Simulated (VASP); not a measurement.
# Mo (Im-3m) in VASP: a series of runs, part 2 of 2

VASP 6.6.1.

### 3 Relaxation of volume and atoms at fixed shape, PBE

This run uses another cell than the first one, of 15.58 Å³/atom.

The input, INCAR:

```
ALGO = Normal ; EDIFF = 1E-6
EDIFFG = -0.02 ; ENCUT = 600
GGA = PE ; IBRION = 2
ISIF = 8 ; ISMEAR = 1
LASPH = True ; LCHARG = False
LREAL = False ; LWAVE = False
NELM = 60 ; NSW = 50
PREC = Accurate ; SIGMA = 0.02
```

The input, KPOINTS:

```
k-points
0
Gamma
  11 11 11
```

The input, POSCAR:

```
Mo
1.0
   -1.5734150000      1.5734150000      1.5734150000
    1.5734150000     -1.5734150000      1.5734150000
    1.5734150000      1.5734150000     -1.5734150000
Mo
1
Direct
    0.0000000000      0.0000000000      0.0000000000
```

Potentials or basis: VASP PAW PBE potentials, release 64 (Mo_sv).

Run with:

```console
cat potpaw_PBE.64/Mo_sv/POTCAR > POTCAR
mpirun -np 1 vasp_std > vasp.out
```

OUTCAR:

```text
EDIFF = 1E-6
   EDIFFG = -0.02
   ENCUT = 600
   GGA = PE
   IBRION = 2
   ISIF = 8
   ISMEAR = 1
   LASPH = True
   LREAL = False
   NELM = 60
   NSW = 50
   PREC = Accurate

 ion  position               nearest neighbor table
   1  0.000  0.000  0.000-

  LATTYP: Found a body centered cubic cell.
 ALAT       =     3.1468300000

  Lattice vectors:

 A1 = (  -1.5734150000,   1.5734150000,   1.5734150000)
 A2 = (   1.5734150000,  -1.5734150000,   1.5734150000)
 A3 = (   1.5734150000,   1.5734150000,  -1.5734150000)

Analysis of symmetry for initial positions (statically):
=====================================================================
 Subroutine PRICEL returns:
 Original cell was already a primitive cell.

 Routine SETGRP: Setting up the symmetry group for a
 body centered cubic supercell.

 Subroutine GETGRP returns: Found 48 space group operations
 (whereof 48 operations were pure point group operations)
 out of a pool of 48 trial point group operations.

The static configuration has the point symmetry O_h .

Analysis of symmetry for dynamics (positions and initial velocities):
=====================================================================
 Subroutine PRICEL returns:
 Original cell was already a primitive cell.

 Routine SETGRP: Setting up the symmetry group for a
 body centered cubic supercell.

 Subroutine GETGRP returns: Found 48 space group operations
 (whereof 48 operations were pure point group operations)
 out of a pool of 48 trial point group operations.

The dynamic configuration has the point symmetry O_h .

 Subroutine INISYM returns: Found 48 space group operations
 (whereof 48 operations are pure point group operations),
 and found     1 'primitive' translations

----------------------------------------------------------------------------------------

                                     Primitive cell

  volume of cell :      15.5808

  direct lattice vectors                    reciprocal lattice vectors
    -1.573415000  1.573415000  1.573415000     0.000000000  0.317780115  0.317780115
     1.573415000 -1.573415000  1.573415000     0.317780115  0.000000000  0.317780115
     1.573415000  1.573415000 -1.573415000     0.317780115  0.317780115  0.000000000

  length of vectors
     2.725234721  2.725234721  2.725234721     0.449408949  0.449408949  0.449408949

  position of ions in fractional coordinates (direct lattice)
     0.000000000  0.000000000  0.000000000

  ion indices of the primitive-cell ions
   primitive index   ion index
                 1           1

----------------------------------------------------------------------------------------

 KPOINTS: k-points

Automatic generation of k-mesh.
 Grid dimensions read from file:
 generate k-points for:   11   11   11

 Generating k-lattice:

  Cartesian coordinates                     Fractional coordinates (reciprocal lattice)
     0.000000000  0.028889101  0.028889101     0.090909091  0.000000000  0.000000000
     0.028889101  0.000000000  0.028889101     0.000000000  0.090909091  0.000000000
     0.028889101  0.028889101  0.000000000     0.000000000  0.000000000  0.090909091
[... 47 lines left out ...]
 SYSTEM =  unknown system
   PREC   = accura    normal or accurate (medium, high low for compatibility)
   ISTART =      0    job   : 0-new  1-cont  2-samecut
   ICHARG =      2    charge: 1-file 2-atom 10-const
   ISPIN  =      1    spin polarized calculation?
   LNONCOLLINEAR =      F non collinear calculations
   LSORBIT =      F    spin-orbit coupling
   LASPH  =      T    aspherical Exc in radial PAW
   ENCUT  =  600.0 eV  44.10 Ry    6.64 a.u.   5.44  5.44  5.44*2*pi/ulx,y,z
   NELM   =     60;   NELMIN=  2; NELMDL= -5     # of ELM steps
   EDIFF  = 0.1E-05   stopping-criterion for ELM
   LREAL  =      F    real-space projection
   EDIFFG = -.2E-01   stopping-criterion for IOM
   NSW    =     50    number of steps for IOM
   IBRION =      2    ionic relax: 0-MD 1-quasi-New 2-CG
   NFREE  =      1    steps in history (QN), initial steepest desc. (CG)
   ISIF   =      8    stress and relaxation
   ISYM   =      2    0-nonsym 1-usesym 2-fastsym
   POTIM  = 0.5000    time-step for ionic-motion
   TEBEG  =    0.0;   TEEND  =   0.0 temperature during run
   PSTRESS=    0.0 pullay stress
   NELECT =      14.0000    total number of electrons
   NUPDOWN=      -1.0000    fix difference up-down
   EMIN   =  10.00;   EMAX   =-10.00  energy-range for DOS
   EFERMI =   0.00;   METHOD = LEGACY
   ISMEAR =     1;   SIGMA  =   0.02  broadening in eV -4-tet -1-fermi 0-gaus
   EFERMI_NEDOS =   21; number of points for ismear=-14 and -15
   IALGO  =     38    algorithm
   IMIX   =      4    mixing-type and parameters
     AMIX     =   0.40;   BMIX     =  1.00
     AMIX_MAG =   1.60;   BMIX_MAG =  1.00
  volume/ion in A,a.u.               =      15.58       105.14
  Fermi-wavevector in a.u.,A,eV,Ry     =   1.579747  2.985289 33.954710  2.495601
  Thomas-Fermi vector in A             =   2.680079
   LORBIT       =      0    0 simple, 1 ext, 2 COOP (PROOUT), +10 PAW based schemes
   GGA     = PE    functional components
   LHFCALC =     F    Hartree Fock is set to
   AEXX    =    0.0000 exact exchange contribution
   IVDW    =     0    specifies the selected vdW correction
   LEPSILON=     F    determine dielectric tensor
   LRPA    =     F    only Hartree local field effects (RPA)
 conjugate gradient relaxation of ions
 non-spin polarized calculation
 Methfessel and Paxton  Order N= 1 SIGMA  =   0.02
  energy-cutoff  :      600.00
  volume of cell :       15.58
 maximum number of plane-waves:       539
 NGX is ok and might be reduce to    24
   NGX = 11   NGY = 11   NGZ = 11

--------------------------------------- Ionic step        1  -------------------------------------------

 number of electron      14.0000002 magnetization

 Free energy of the ion-electron system (eV)
  ---------------------------------------------------
  ext. energy  EPLUGINS =         0.00000000
  ---------------------------------------------------
  free energy    TOTEN  =       -10.90649727 eV

  energy without entropy =      -10.90642876  energy(sigma->0) =      -10.90647444

------------------------ aborting loop because EDIFF is reached ----------------------------------------

  FORCE on cell =-STRESS in cart. coord.  units (eV):
  Direction    XX          YY          ZZ          XY          YZ          ZX
  --------------------------------------------------------------------------------------
  -------------------------------------------------------------------------------------
  Total        0.4088464      0.4088464      0.4088464     -0.0000000      0.0000000     -0.0000000
  in kB       42.0417605     42.0417605     42.0417605     -0.0000000      0.0000000     -0.0000000
  external PRESSURE =      42.0417605 kB  Pullay stress =       0.0000000 kB
[... 57 lines left out ...]
--------------------------------------- Ionic step        3  -------------------------------------------

 number of electron      14.0000002 magnetization

 Free energy of the ion-electron system (eV)
  ---------------------------------------------------
  ext. energy  EPLUGINS =         0.00000000
  ---------------------------------------------------
  free energy    TOTEN  =       -10.90974321 eV

  energy without entropy =      -10.90980962  energy(sigma->0) =      -10.90976535

 E-fermi :  12.2664     XC(G=0): -13.3187

 val. band max:       12.2527988099   @ k =   0.3636   0.0909   0.0000
 cond. band min:      12.2675662543   @ k =  -0.1818   0.1818   0.1818
 fundamental gap:      0.0147674444
 Fermi energy:        12.2663889722

 k-point     1 :       0.0000    0.0000    0.0000
  band No.  band energies     occupation
      1     -48.8874      2.00000
      2     -22.1830      2.00000
      3     -22.1830      2.00000
      4     -22.1830      2.00000
      5       5.1970      2.00000
      6      11.0512      2.00000
      7      11.0512      2.00000
      8      11.0512      2.00000
      9      14.0300      0.00000
     10      14.0300      0.00000
     11      27.2030      0.00000
[... 309 lines left out ...]
 k-point    24 :       0.3636    0.1818    0.0909
  band No.  band energies     occupation
      1     -48.6226      2.00000
      2     -23.2930      2.00000
      3     -22.7939      2.00000
      4     -22.4054      2.00000
      5       8.4724      2.00000
      6       9.2267      2.00000
      7      11.4367      2.00000
      8      14.3840      0.00000
      9      14.7634      0.00000
     10      20.4288      0.00000
     11      22.5929      0.00000

 [... further k-points ...]

------------------------ aborting loop because EDIFF is reached ----------------------------------------

  FORCE on cell =-STRESS in cart. coord.  units (eV):
  Direction    XX          YY          ZZ          XY          YZ          ZX
  --------------------------------------------------------------------------------------
  -------------------------------------------------------------------------------------
  Total        0.0013191      0.0013191      0.0013191      0.0000000      0.0000000     -0.0000000
  in kB        0.1334948      0.1334948      0.1334948      0.0000000      0.0000000     -0.0000000
  external PRESSURE =       0.1334948 kB  Pullay stress =       0.0000000 kB
[... 16 lines left out ...]
  FREE ENERGIE OF THE ION-ELECTRON SYSTEM (eV)
  ---------------------------------------------------
  free  energy   TOTEN  =       -10.9097432077 eV

  energy  without entropy=      -10.9098096249  energy(sigma->0) =      -10.90976535

 reached required accuracy - stopping structural energy minimisation
```

CONTCAR:

```text
Mo
   1.00000000000000
    -1.5818008044039982    1.5818008044039982    1.5818008044039982
     1.5818008044039982   -1.5818008044039982    1.5818008044039982
     1.5818008044039982    1.5818008044039982   -1.5818008044039982
  Mo
     1
Direct
     0.0000000000000000    0.0000000000000000    0.0000000000000000

  0.00000000E+00  0.00000000E+00  0.00000000E+00
```

Run time: 18 s. Hardware: 1 thread of Intel Xeon Platinum 8259CL at 2.50GHz (Skylake/Cascade Lake), shared host; peak memory 0.15 GiB.

What came out:

```yaml
Free_energy: -10.9097 eV
Relaxed_volume: 15.83 Å³/atom
Relaxed_cell: a = 2.740 Å, b = 2.740 Å, c = 2.740 Å, α = 109.47°, β = 109.47°, γ = 109.47°
Space_group_after_relaxing_to_0.1_Å: Im-3m (No. 229)
Energy_gained_by_relaxing: 3.2 meV/atom
Ionic_steps: 3
Pressure_after_relaxing: 0.0 GPa
Band_gap_on_the_k_mesh: zero (bands 7 and 8 overlap by 4.75 eV)
```

The path:
```tsv
step	energy change (eV)	largest force (eV/Å)	pressure (GPa)	volume (Å³)
1	0.0000	0.0000	4.20	15.58
2	0.0186	0.0000	-9.50	16.52
3	-0.0032	0.0000	0.01	15.83
```

Final structure:
```xyz
1
Lattice="-1.5818 1.5818 1.5818 1.5818 -1.5818 1.5818 1.5818 1.5818 -1.5818" Properties=species:S:1:pos:R:3 pbc="T T T"
Mo    0.0000    0.0000    0.0000
```

PBE usually gives volumes a little too large and moduli too small. Zero-point motion and thermal expansion aren't in these numbers.
